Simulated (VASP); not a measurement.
# Ni (Pm-3m) in VASP: further runs, part 2 of 2

VASP 6.6.1.

## 3. Single point, LDA, collinear spin, ferromagnetic start (volume scaled by 0.88)

File INCAR:

```
PREC = Accurate ; ENCUT = 520
EDIFF = 1E-6 ; ISMEAR = -1
SIGMA = 0.1 ; LREAL = F
LASPH = T ; NELM = 150
ALGO = Normal ; ISIF = 2
LWAVE = F ; LCHARG = F
ISPIN = 2 ; MAGMOM = 1
LORBIT = 11 ; LMAXMIX = 4
GGA = CA ; NBANDS = 15
```

File KPOINTS:

```
regular mesh
0
Gamma
  19 19 19
```

File POSCAR:

```
Ni
1.0
    2.1667668981      0.0000000000      0.0000000000
    0.0000000000      2.1667668981      0.0000000000
    0.0000000000      0.0000000000      2.1667668981
Ni
1
Direct
    0.0000000000      0.0000000000      0.0000000000
```

Potentials or basis: VASP PAW LDA potentials, release 64 (Ni).

Command:

```
cat potpaw_LDA.64/Ni/POTCAR > POTCAR
mpirun -np 1 vasp_std > vasp.out
```

OUTCAR:

```text
PREC = Accurate
   ENCUT = 520
   EDIFF = 1E-6
   ISMEAR = -1
   LREAL = F
   LASPH = T
   NELM = 150
   ISIF = 2
   ISPIN = 2
   LORBIT = 11
   GGA = CA

 ion  position               nearest neighbor table
   1  0.000  0.000  0.000-

  LATTYP: Found a simple cubic cell.
 ALAT       =     2.1667668981

  Lattice vectors:

 A1 = (   2.1667668981,   0.0000000000,   0.0000000000)
 A2 = (   0.0000000000,   2.1667668981,   0.0000000000)
 A3 = (   0.0000000000,   0.0000000000,   2.1667668981)

Analysis of symmetry for initial positions (statically):
=====================================================================
 Subroutine PRICEL returns:
 Original cell was already a primitive cell.

 Routine SETGRP: Setting up the symmetry group for a
 simple cubic supercell.

 Subroutine GETGRP returns: Found 48 space group operations
 (whereof 48 operations were pure point group operations)
 out of a pool of 48 trial point group operations.

The static configuration has the point symmetry O_h .

Analysis of symmetry for dynamics (positions and initial velocities):
=====================================================================
 Subroutine PRICEL returns:
 Original cell was already a primitive cell.

 Routine SETGRP: Setting up the symmetry group for a
 simple cubic supercell.

 Subroutine GETGRP returns: Found 48 space group operations
 (whereof 48 operations were pure point group operations)
 out of a pool of 48 trial point group operations.

The dynamic configuration has the point symmetry O_h .

Analysis of structural, dynamic, and magnetic symmetry:
=====================================================================
 Subroutine PRICEL returns:
 Original cell was already a primitive cell.

 Routine SETGRP: Setting up the symmetry group for a
 simple cubic supercell.

 Subroutine GETGRP returns: Found 48 space group operations
 (whereof 48 operations were pure point group operations)
 out of a pool of 48 trial point group operations.

The overall configuration has the point symmetry O_h .

 Subroutine INISYM returns: Found 48 space group operations
 (whereof 48 operations are pure point group operations),
 and found     1 'primitive' translations

----------------------------------------------------------------------------------------

                                     Primitive cell

  volume of cell :      10.1727

  direct lattice vectors                    reciprocal lattice vectors
     2.166766898  0.000000000  0.000000000     0.461517111  0.000000000  0.000000000
     0.000000000  2.166766898  0.000000000     0.000000000  0.461517111  0.000000000
     0.000000000  0.000000000  2.166766898     0.000000000  0.000000000  0.461517111

  length of vectors
     2.166766898  2.166766898  2.166766898     0.461517111  0.461517111  0.461517111

  position of ions in fractional coordinates (direct lattice)
     0.000000000  0.000000000  0.000000000

  ion indices of the primitive-cell ions
   primitive index   ion index
                 1           1

----------------------------------------------------------------------------------------

 KPOINTS: regular mesh

Automatic generation of k-mesh.
 Grid dimensions read from file:
 generate k-points for:   19   19   19

 Generating k-lattice:

  Cartesian coordinates                     Fractional coordinates (reciprocal lattice)
     0.024290374  0.000000000  0.000000000     0.052631579  0.000000000  0.000000000
     0.000000000  0.024290374  0.000000000     0.000000000  0.052631579  0.000000000
     0.000000000  0.000000000  0.024290374     0.000000000  0.000000000  0.052631579

[... 69 lines left out ...]
   EMIN   =  10.00;   EMAX   =-10.00  energy-range for DOS
   EFERMI =   0.00;   METHOD = LEGACY
   ISMEAR =    -1;   SIGMA  =   0.10  broadening in eV -4-tet -1-fermi 0-gaus
   EFERMI_NEDOS =   21; number of points for ismear=-14 and -15
   IALGO  =     38    algorithm
   IMIX   =      4    mixing-type and parameters
     AMIX     =   0.40;   BMIX     =  1.00
     AMIX_MAG =   1.60;   BMIX_MAG =  1.00
  volume/ion in A,a.u.               =      10.17        68.65
  Fermi-wavevector in a.u.,A,eV,Ry     =   1.627781  3.076060 36.050962  2.649671
  Thomas-Fermi vector in A             =   2.720520
   LORBIT       =     11    0 simple, 1 ext, 2 COOP (PROOUT), +10 PAW based schemes
   GGA     = CA    functional components
   LHFCALC =     F    Hartree Fock is set to
   AEXX    =    0.0000 exact exchange contribution
   IVDW    =     0    specifies the selected vdW correction
   LEPSILON=     F    determine dielectric tensor
   LRPA    =     F    only Hartree local field effects (RPA)
 spin polarized calculation
  energy-cutoff  :      520.00
  volume of cell :       10.17
 maximum number of plane-waves:       289
   NGX =  9   NGY =  9   NGZ =  9

 number of electron      10.0000011 magnetization       0.0024154

 Free energy of the ion-electron system (eV)
  ---------------------------------------------------
  ext. energy  EPLUGINS =         0.00000000
  ---------------------------------------------------
  free energy    TOTEN  =        -5.73243812 eV

  energy without entropy =       -5.67082753  energy(sigma->0) =       -5.70163283

 E-fermi :  10.1173     XC(G=0): -13.9050

 val. band max:       10.1168494649   @ k =   0.3158   0.1053   0.0526
 cond. band min:      10.1195903989   @ k =   0.3158   0.1053   0.0526
 fundamental gap:      0.0027409340
 Fermi energy:        10.1173460546

 spin component 1

 k-point     1 :       0.0000    0.0000    0.0000
  band No.  band energies     occupation
      1       0.7410      1.00000
      2       5.6295      1.00000
      3       5.6295      1.00000
      4      10.2201      0.26360
      5      10.2201      0.26360
      6      10.2201      0.26360
      7      32.2251      0.00000
      8      32.2251      0.00000
      9      32.2251      0.00000
     10      36.7423      0.00000
     11      36.7423      0.00000
     12      41.9513      0.00000
     13      56.2273      0.00000
     14      56.2273      0.00000
[... 403 lines left out ...]
      4       9.1695      0.99992
      5       9.1817      0.99991
      6      10.1588      0.39776
      7      19.6403      0.00000
      8      31.9237      0.00000
      9      37.0602      0.00000
     10      38.2319      0.00000
     11      41.7610      0.00000
     12      45.8880      0.00000
     13      49.3058      0.00000
     14      49.6192      0.00000
     15      55.5703      0.00000

 [... further k-points ...]

 spin component 2

 k-point     1 :       0.0000    0.0000    0.0000
  band No.  band energies     occupation
      1       0.7413      1.00000
      2       5.6313      1.00000
      3       5.6313      1.00000
      4      10.2228      0.25828
      5      10.2228      0.25828
      6      10.2228      0.25828
      7      32.2256      0.00000
      8      32.2256      0.00000
      9      32.2256      0.00000
     10      36.7430      0.00000
     11      36.7430      0.00000
     12      41.9516      0.00000
     13      56.2278      0.00000
     14      56.2278      0.00000
[... 403 lines left out ...]
      4       9.1719      0.99992
      5       9.1843      0.99991
      6      10.1616      0.39119
      7      19.6412      0.00000
      8      31.9243      0.00000
      9      37.0609      0.00000
     10      38.2322      0.00000
     11      41.7615      0.00000
     12      45.8887      0.00000
     13      49.3064      0.00000
     14      49.6198      0.00000
     15      55.5740      0.00000

 [... further k-points ...]

------------------------ aborting loop because EDIFF is reached ----------------------------------------

  FORCE on cell =-STRESS in cart. coord.  units (eV):
  Direction    XX          YY          ZZ          XY          YZ          ZX
  --------------------------------------------------------------------------------------
  -------------------------------------------------------------------------------------
  Total        1.9821361      1.9821361      1.9821361      0.0000000      0.0000000     -0.0000000
  in kB      312.1817207    312.1817207    312.1817207      0.0000000      0.0000000     -0.0000000
  external PRESSURE =     312.1817207 kB  Pullay stress =       0.0000000 kB

 VOLUME and BASIS-vectors are now :
 -----------------------------------------------------------------------------
  energy-cutoff  :      520.00
  volume of cell :       10.17
      direct lattice vectors                 reciprocal lattice vectors
     2.166766898  0.000000000  0.000000000     0.461517111  0.000000000  0.000000000
     0.000000000  2.166766898  0.000000000     0.000000000  0.461517111  0.000000000
     0.000000000  0.000000000  2.166766898     0.000000000  0.000000000  0.461517111

 POSITION                                       TOTAL-FORCE (eV/Angst)
 -----------------------------------------------------------------------------------
      0.00000      0.00000      0.00000         0.000000      0.000000      0.000000
 -----------------------------------------------------------------------------------
    total drift:                                0.000000      0.000000      0.000000

  FREE ENERGIE OF THE ION-ELECTRON SYSTEM (eV)
  ---------------------------------------------------
  free  energy   TOTEN  =        -5.7324381214 eV

  energy  without entropy=       -5.6708275315  energy(sigma->0) =       -5.70163283

 total charge

# of ion       s       p       d       tot
------------------------------------------
    1        0.602   0.553   8.493   9.648

 magnetization (x)

# of ion       s       p       d       tot
------------------------------------------
    1        0.000   0.000   0.002   0.002
```

OSZICAR:

```text
N       E                     dE             d eps       ncg     rms          rms(c)
DAV:   1     0.329038337003E+02    0.32904E+02   -0.41790E+03 14196   0.875E+02
DAV:   2    -0.509614208893E+01   -0.38000E+02   -0.35391E+02 15104   0.164E+02
DAV:   3    -0.650345373465E+01   -0.14073E+01   -0.13955E+01 16147   0.310E+01
DAV:   4    -0.651115730683E+01   -0.77036E-02   -0.77024E-02 16199   0.220E+00
DAV:   5    -0.651123740675E+01   -0.80100E-04   -0.80100E-04 16587   0.202E-01    0.106E+01
DAV:   6    -0.594164607135E+01    0.56959E+00   -0.78247E+00 18947   0.337E+01    0.522E+00
DAV:   7    -0.575075960285E+01    0.19089E+00   -0.12131E+00 18220   0.125E+01    0.253E+00
DAV:   8    -0.573288181246E+01    0.17878E-01   -0.27055E-02 18028   0.112E+00    0.795E-01
DAV:   9    -0.573194432151E+01    0.93749E-03   -0.10071E-03 21027   0.228E-01    0.250E-01
DAV:  10    -0.573191202622E+01    0.32295E-04   -0.32873E-04 21167   0.136E-01    0.116E-01
DAV:  11    -0.573204053190E+01   -0.12851E-03   -0.11455E-04 20202   0.110E-01    0.847E-02
DAV:  12    -0.573224424314E+01   -0.20371E-03   -0.42911E-04 18660   0.219E-01    0.608E-02
DAV:  13    -0.573234059757E+01   -0.96354E-04   -0.23070E-04 18993   0.163E-01    0.356E-02
DAV:  14    -0.573240628562E+01   -0.65688E-04   -0.30256E-04 18737   0.179E-01    0.273E-02
DAV:  15    -0.573243189707E+01   -0.25611E-04   -0.18741E-04 18970   0.144E-01    0.105E-02
DAV:  16    -0.573243460911E+01   -0.27120E-05   -0.86167E-06 20521   0.265E-02    0.962E-03
DAV:  17    -0.573243815305E+01   -0.35439E-05   -0.64942E-05 18562   0.867E-02    0.216E-03
DAV:  18    -0.573243812143E+01    0.31619E-07   -0.58269E-07 11192   0.864E-03
   1 F= -.57324381E+01 E0= -.57016328E+01  d E =-.616106E-01  mag=     0.0017
```

stdout:

```text
POSCAR found type information on POSCAR Ni
 POSCAR found :  1 types and       1 ions
 scaLAPACK will be used
 LDA part: xc-table for (Slater(with rela. corr.)+CA(PZ))
 , standard interpolation
 POSCAR, INCAR and KPOINTS ok, starting setup
 FFT: planning ... GRIDC
 FFT: planning ... GRID_SOFT
 FFT: planning ... GRID
 WAVECAR not read
 entering main loop
```

It took 27 s on 1 thread of Intel Xeon Platinum 8375C at 2.90GHz (Ice Lake), shared host; peak memory 0.15 GiB.

Results:

```yaml
Free_energy: -5.7324 eV
Pressure: 31.2 GPa
Band_gap_on_the_k_mesh: zero (filled and empty bands overlap)
Net_moment: 0.00 μB per cell
Valence_electrons_inside_the_program's_atomic_spheres: Ni 9.65
```
